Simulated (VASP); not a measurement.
Wanted: the native input for a VASP 6.6.1 run.

- Task: single point
- Functional: PBEsol
- Potentials or basis: VASP PAW PBE potentials, release 64 (Zn, S)
- Cutoff: 500 eV
- k mesh: 6 × 6 × 6
- Occupations: gaussian, width 0.1 eV
- Spin: no spin polarisation
- Dipole correction: no
- Further INCAR settings: ALGO = Normal; EDIFF = 1e-06; NBANDS = 16

The structure of ZnS lies in POSCAR:

```
ZnS
1.0
    0.0000000000      2.6794138915      2.6794138915
    2.6794138915      0.0000000000      2.6794138915
    2.6794138915      2.6794138915      0.0000000000
Zn S
1 1
Direct
    0.0000000000      0.0000000000      0.0000000000
    0.2500000000      0.2500000000      0.2500000000
```

The input as run:

INCAR

```
ALGO = Normal
EDIFF = 1E-6
ENCUT = 500
GGA = PS
GGA_COMPAT = False
ISIF = 2
ISMEAR = 0
LASPH = True
LCHARG = False
LREAL = False
LWAVE = False
NBANDS = 16
NELM = 120
PREC = Accurate
SIGMA = 0.1
```

KPOINTS

```
k-points
0
Gamma
  6 6 6
```

Potentials or basis: VASP PAW PBE potentials, release 64 (Zn, S).

Run with:

```bash
$ cat potpaw_PBE.64/Zn/POTCAR potpaw_PBE.64/S/POTCAR > POTCAR
$ mpirun -np 1 vasp_std > vasp.out
```

Results of the run:

* Pressure: 0.1 GPa
* Band gap on the k mesh: 2.09 eV, direct

Caveat: the PAW data sets were made with another functional, which shifts forces and pressure a little.

Wall time 4.7 s on 1 thread of Intel(R) Xeon(R) 6975P-C (Granite Rapids), with other jobs on the host, peak memory 0.15 GiB.
